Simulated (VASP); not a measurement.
# Hf5F3 (Im-3m) in VASP: further runs

The runs below take Hf5F3 through single point, relaxation of cell and atoms, with PBE.

Everything below comes from runs of VASP 6.6.1. Logs are shortened: lines on timing, memory, paths and dates and some standing lists are left out, and cuts for length are marked.

### Step 1. The cell of the first run

Symmetry: Im-3m, No. 229, cubic system. Conventional cell: a = 6.620 Å, b = 6.620 Å, c = 6.620 Å, α = 90.00°, β = 90.00°, γ = 90.00°. Within 3.8 Å of Hf (site symmetry m-3m) lie 8 Hf at 2.87 Å and 6 F at 3.31 Å. Within 3.8 Å of Hf (site symmetry -3m) lie 8 Hf at 2.87 to 3.31 Å and 6 F at 2.87 Å. F (site symmetry 4/mmm) has 10 Hf at 2.87 to 3.31 Å and 4 F at 3.31 Å within 3.8 Å.

### Step 2. Single point, PBE

INCAR reads:

```
SYSTEM = Hf5F3
  ALGO = Normal
  EDIFF = 1E-7
  ENCUT = 520
  GGA = PE
  ISIF = 2
  ISMEAR = 0
  LASPH = .TRUE.
  LCHARG = .FALSE.
  LREAL = .FALSE.
  LWAVE = .FALSE.
  NBANDS = 46
  NELM = 100
  PREC = Accurate
  SIGMA = 0.1
```

KPOINTS reads:

```
k-points
0
G
  8 8 8
  0 0 0
```

POSCAR reads:

```
Hf5F3
1.0
   -3.3101783700      3.3101783700      3.3101783700
    3.3101783700     -3.3101783700      3.3101783700
    3.3101783700      3.3101783700     -3.3101783700
Hf F
5 3
Direct
    0.0000000000      0.0000000000      0.0000000000
    0.0000000000      0.0000000000      0.5000000000
    0.0000000000      0.5000000000      0.0000000000
    0.5000000000      0.0000000000      0.0000000000
    0.5000000000      0.5000000000      0.5000000000
    0.0000000000      0.5000000000      0.5000000000
    0.5000000000      0.5000000000      0.0000000000
    0.5000000000      0.0000000000      0.5000000000
```

Potentials or basis: VASP PAW PBE potentials, release 64 (Hf_pv, F).

Launch:

```console
$ cat potpaw_PBE.64/Hf_pv/POTCAR potpaw_PBE.64/F/POTCAR > POTCAR
$ mpirun -np 1 vasp_std > vasp.out
```

OUTCAR:

```text
SYSTEM = Hf5F3
   EDIFF = 1E-7
   ENCUT = 520
   GGA = PE
   ISIF = 2
   ISMEAR = 0
   LASPH = .TRUE.
   LREAL = .FALSE.
   NELM = 100
   PREC = Accurate

 ion  position               nearest neighbor table
   1  0.000  0.000  0.000-   2 2.87   3 2.87   4 2.87   5 2.87   2 2.87   3 2.87   4 2.87   5 2.87

   2  0.000  0.000  0.500-   1 2.87   6 2.87   7 2.87   8 2.87   1 2.87   6 2.87   8 2.87   7 2.87
                             4 3.31   3 3.31   5 3.31   4 3.31   5 3.31   3 3.31
   3  0.000  0.500  0.000-   1 2.87   6 2.87   7 2.87   8 2.87   6 2.87   1 2.87   7 2.87   8 2.87
                             4 3.31   2 3.31   5 3.31   5 3.31   4 3.31   2 3.31
   4  0.500  0.000  0.000-   1 2.87   6 2.87   7 2.87   8 2.87   8 2.87   7 2.87   1 2.87   6 2.87
                             3 3.31   5 3.31   5 3.31   2 3.31   3 3.31   2 3.31
   5  0.500  0.500  0.500-   1 2.87   6 2.87   7 2.87   8 2.87   7 2.87   8 2.87   6 2.87   1 2.87
                             3 3.31   4 3.31   4 3.31   3 3.31   2 3.31   2 3.31
   6  0.000  0.500  0.500-   2 2.87   3 2.87   4 2.87   5 2.87   3 2.87   2 2.87   5 2.87   4 2.87

   7  0.500  0.500  0.000-   2 2.87   3 2.87   4 2.87   5 2.87   5 2.87   4 2.87   3 2.87   2 2.87

   8  0.500  0.000  0.500-   2 2.87   3 2.87   4 2.87   5 2.87   4 2.87   5 2.87   2 2.87   3 2.87

  LATTYP: Found a body centered cubic cell.
 ALAT       =     6.6203567400

  Lattice vectors:

 A1 = (  -3.3101783700,   3.3101783700,   3.3101783700)
 A2 = (   3.3101783700,  -3.3101783700,   3.3101783700)
 A3 = (   3.3101783700,   3.3101783700,  -3.3101783700)

Analysis of symmetry for initial positions (statically):
=====================================================================
 Subroutine PRICEL returns:
 Original cell was already a primitive cell.

 Routine SETGRP: Setting up the symmetry group for a
 body centered cubic supercell.

 Subroutine GETGRP returns: Found 48 space group operations
 (whereof 48 operations were pure point group operations)
 out of a pool of 48 trial point group operations.

The static configuration has the point symmetry O_h .

Analysis of symmetry for dynamics (positions and initial velocities):
=====================================================================
 Subroutine PRICEL returns:
 Original cell was already a primitive cell.

 Routine SETGRP: Setting up the symmetry group for a
 body centered cubic supercell.

 Subroutine GETGRP returns: Found 48 space group operations
 (whereof 48 operations were pure point group operations)
 out of a pool of 48 trial point group operations.

The dynamic configuration has the point symmetry O_h .

 Subroutine INISYM returns: Found 48 space group operations
 (whereof 48 operations are pure point group operations),
 and found     1 'primitive' translations

----------------------------------------------------------------------------------------

                                     Primitive cell

  volume of cell :     145.0822

  direct lattice vectors                    reciprocal lattice vectors
    -3.310178370  3.310178370  3.310178370     0.000000000  0.151049262  0.151049262
     3.310178370 -3.310178370  3.310178370     0.151049262  0.000000000  0.151049262
     3.310178370  3.310178370 -3.310178370     0.151049262  0.151049262  0.000000000

  length of vectors
     5.733397119  5.733397119  5.733397119     0.213615915  0.213615915  0.213615915

  position of ions in fractional coordinates (direct lattice)
     0.000000000  0.000000000  0.000000000
     0.000000000  0.000000000  0.500000000
     0.000000000  0.500000000  0.000000000
     0.500000000  0.000000000  0.000000000
     0.500000000  0.500000000  0.500000000
     0.000000000  0.500000000  0.500000000
     0.500000000  0.500000000  0.000000000
     0.500000000  0.000000000  0.500000000

  ion indices of the primitive-cell ions
   primitive index   ion index
                 1           1
                 2           2
                 3           3
                 4           4
                 5           5
                 6           6
                 7           7
                 8           8

----------------------------------------------------------------------------------------

 KPOINTS: k-points

Automatic generation of k-mesh.
 Grid dimensions read from file:
 generate k-points for:    8    8    8

 Generating k-lattice:

  Cartesian coordinates                     Fractional coordinates (reciprocal lattice)
     0.000000000  0.018881158  0.018881158     0.125000000  0.000000000  0.000000000
     0.018881158  0.000000000  0.018881158     0.000000000  0.125000000  0.000000000
     0.018881158  0.018881158  0.000000000     0.000000000  0.000000000  0.125000000

  Length of vectors
     0.026701989  0.026701989  0.026701989

  Shift w.r.t. Gamma in fractional coordinates (k-lattice)
     0.000000000  0.000000000  0.000000000

 Subroutine IBZKPT returns following result:
 ===========================================

 Found     29 irreducible k-points:

 Following reciprocal coordinates:
            Coordinates               Weight
  0.000000  0.000000  0.000000      1.000000
  0.125000  0.000000  0.000000     12.000000
  0.250000  0.000000  0.000000     12.000000
  0.375000  0.000000  0.000000     12.000000
  0.500000  0.000000  0.000000      6.000000
  0.125000  0.125000  0.000000     24.000000
[... 16 lines left out ...]
 -0.250000  0.250000  0.250000      6.000000
 -0.375000  0.375000  0.250000     24.000000
 [... further k-points ...]
   k-points           NKPTS =     29   k-points in BZ     NKDIM =     29   number of bands    NBANDS=     46
   number of dos      NEDOS =    301   number of ions     NIONS =      8
   total plane-waves  NPLWV = 110592
   dimension x,y,z NGX =    48 NGY =   48 NGZ =   48
   dimension x,y,z NGXF=    96 NGYF=   96 NGZF=   96
   ions per type =               5   3
   NGX,Y,Z   is equivalent  to a cutoff of  13.92, 13.92, 13.92 a.u.
   NGXF,Y,Z  is equivalent  to a cutoff of  27.84, 27.84, 27.84 a.u.
 SYSTEM =  Hf5F3
   PREC   = accura    normal or accurate (medium, high low for compatibility)
   ISTART =      0    job   : 0-new  1-cont  2-samecut
   ICHARG =      2    charge: 1-file 2-atom 10-const
   ISPIN  =      1    spin polarized calculation?
   LNONCOLLINEAR =      F non collinear calculations
   LSORBIT =      F    spin-orbit coupling
   LASPH  =      T    aspherical Exc in radial PAW
   ENCUT  =  520.0 eV  38.22 Ry    6.18 a.u.  10.66 10.66 10.66*2*pi/ulx,y,z
   NELM   =    100;   NELMIN=  2; NELMDL= -5     # of ELM steps
   EDIFF  = 0.1E-06   stopping-criterion for ELM
   LREAL  =      F    real-space projection
   EDIFFG = 0.1E-05   stopping-criterion for IOM
   NSW    =      0    number of steps for IOM
   IBRION =     -1    ionic relax: 0-MD 1-quasi-New 2-CG
   NFREE  =      0    steps in history (QN), initial steepest desc. (CG)
   ISIF   =      2    stress and relaxation
   ISYM   =      2    0-nonsym 1-usesym 2-fastsym
   POTIM  = 0.5000    time-step for ionic-motion
   TEBEG  =    0.0;   TEEND  =   0.0 temperature during run
   PSTRESS=    0.0 pullay stress
   NELECT =      71.0000    total number of electrons
   NUPDOWN=      -1.0000    fix difference up-down
   EMIN   =  10.00;   EMAX   =-10.00  energy-range for DOS
   EFERMI =   0.00;   METHOD = LEGACY
   ISMEAR =     0;   SIGMA  =   0.10  broadening in eV -4-tet -1-fermi 0-gaus
   EFERMI_NEDOS =   21; number of points for ismear=-14 and -15
   IALGO  =     38    algorithm
   IMIX   =      4    mixing-type and parameters
     AMIX     =   0.40;   BMIX     =  1.00
     AMIX_MAG =   1.60;   BMIX_MAG =  1.00
  volume/ion in A,a.u.               =      18.14       122.38
  Fermi-wavevector in a.u.,A,eV,Ry     =   1.290099  2.437933 22.644915  1.664354
  Thomas-Fermi vector in A             =   2.421951
   LORBIT       =      0    0 simple, 1 ext, 2 COOP (PROOUT), +10 PAW based schemes
   GGA     = PE    functional components
   LHFCALC =     F    Hartree Fock is set to
   AEXX    =    0.0000 exact exchange contribution
   IVDW    =     0    specifies the selected vdW correction
   LEPSILON=     F    determine dielectric tensor
   LRPA    =     F    only Hartree local field effects (RPA)
 non-spin polarized calculation
 Gauss-broadening in eV      SIGMA  =   0.10
  energy-cutoff  :      520.00
  volume of cell :      145.08
 maximum number of plane-waves:      3931
 NGX is ok and might be reduce to    48
   NGX = 21   NGY = 21   NGZ = 21

 number of electron      70.9999974 magnetization

 Free energy of the ion-electron system (eV)
  ---------------------------------------------------
  ext. energy  EPLUGINS =         0.00000000
  ---------------------------------------------------
  free energy    TOTEN  =       -57.90348403 eV

  energy without entropy =      -57.86520042  energy(sigma->0) =      -57.88434223

 E-fermi :   4.5988     XC(G=0): -10.8654

 val. band max:        4.5964930291   @ k =  -0.3750   0.3750   0.2500
 cond. band min:       4.6065580145   @ k =  -0.3750   0.5000   0.1250
 fundamental gap:      0.0100649854
 Fermi energy:         4.5988113623

 k-point     1 :       0.0000    0.0000    0.0000
  band No.  band energies     occupation
      1     -27.0197      2.00000
      2     -27.0197      2.00000
      3     -27.0197      2.00000
      4     -27.0032      2.00000
      5     -27.0032      2.00000
      6     -27.0032      2.00000
[... 38 lines left out ...]
     45       7.9988      0.00000
     46       8.0249      0.00000

 k-point     2 :       0.1250    0.0000    0.0000
  band No.  band energies     occupation
      1     -27.0159      2.00000
      2     -27.0029      2.00000
      3     -27.0004      2.00000
      4     -26.9972      2.00000
      5     -26.9970      2.00000
      6     -26.9922      2.00000
[... 38 lines left out ...]
     45       7.5699      0.00000
     46       7.8900      0.00000

 k-point     3 :       0.2500    0.0000    0.0000
  band No.  band energies     occupation
      1     -27.0141      2.00000
      2     -26.9941      2.00000
      3     -26.9708      2.00000
      4     -26.9610      2.00000
      5     -26.9516      2.00000
      6     -26.9482      2.00000
[... 38 lines left out ...]
     45       6.8707      0.00000
     46       7.2883      0.00000

 k-point     4 :       0.3750    0.0000    0.0000
  band No.  band energies     occupation
      1     -27.0147      2.00000
      2     -26.9856      2.00000
      3     -26.9273      2.00000
      4     -26.9145      2.00000
      5     -26.9132      2.00000
      6     -26.8805      2.00000
[... 920 lines left out ...]
     45       6.3663      0.00000
     46       6.5489      0.00000

 k-point    23 :      -0.2500    0.2500    0.2500
  band No.  band energies     occupation
      1     -27.0267      2.00000
      2     -26.9922      2.00000
      3     -26.9699      2.00000
      4     -26.9699      2.00000
      5     -26.8547      2.00000
      6     -26.8547      2.00000
[... 38 lines left out ...]
     45       7.3925      0.00000
     46       7.3940      0.00000

 k-point    24 :      -0.3750    0.3750    0.2500
  band No.  band energies     occupation
      1     -27.0303      2.00000
      2     -26.9983      2.00000
      3     -26.9589      2.00000
      4     -26.9463      2.00000
      5     -26.8640      2.00000
      6     -26.8435      2.00000
[... 38 lines left out ...]
     45       7.1499      0.00000
     46       7.1660      0.00000

 [... further k-points ...]

------------------------ aborting loop because EDIFF is reached ----------------------------------------

  FORCE on cell =-STRESS in cart. coord.  units (eV):
  Direction    XX          YY          ZZ          XY          YZ          ZX
  --------------------------------------------------------------------------------------
  -------------------------------------------------------------------------------------
  Total       -0.5527815     -0.5527815     -0.5527815      0.0000000     -0.0000000      0.0000000
  in kB       -6.1044973     -6.1044973     -6.1044973      0.0000000     -0.0000000      0.0000000
  external PRESSURE =      -6.1044973 kB  Pullay stress =       0.0000000 kB

 VOLUME and BASIS-vectors are now :
 -----------------------------------------------------------------------------
  energy-cutoff  :      520.00
  volume of cell :      145.08
      direct lattice vectors                 reciprocal lattice vectors
    -3.310178370  3.310178370  3.310178370     0.000000000  0.151049262  0.151049262
     3.310178370 -3.310178370  3.310178370     0.151049262  0.000000000  0.151049262
     3.310178370  3.310178370 -3.310178370     0.151049262  0.151049262  0.000000000

 POSITION                                       TOTAL-FORCE (eV/Angst)
 -----------------------------------------------------------------------------------
      0.00000      0.00000      0.00000        -0.000000      0.000000     -0.000000
      1.65509      1.65509     -1.65509         0.000000      0.000000     -0.000000
      1.65509     -1.65509      1.65509        -0.000000     -0.000000      0.000000
     -1.65509      1.65509      1.65509         0.000000     -0.000000     -0.000000
      1.65509      1.65509      1.65509         0.000000     -0.000000     -0.000000
      3.31018      0.00000      0.00000        -0.000000      0.000000      0.000000
      0.00000      0.00000      3.31018         0.000000      0.000000     -0.000000
      0.00000      3.31018      0.00000        -0.000000      0.000000      0.000000
 -----------------------------------------------------------------------------------
    total drift:                                0.000000      0.000000      0.000000

  FREE ENERGIE OF THE ION-ELECTRON SYSTEM (eV)
  ---------------------------------------------------
  free  energy   TOTEN  =       -57.9034840301 eV

  energy  without entropy=      -57.8652004229  energy(sigma->0) =      -57.88434223
```

It took 2.5 min on 1 thread of Intel Xeon 6975P-C (Granite Rapids), shared host; peak memory 0.39 GiB.

Results:

```
Free energy : -57.9035 eV
Pressure    : -0.6 GPa
```

Caveat: spin-orbit coupling is left out, which moves the levels of the heavy elements; an odd number of electrons without spin polarisation forces a metal; a magnetic or distorted state may lie lower.

[end of part 1 of 2]
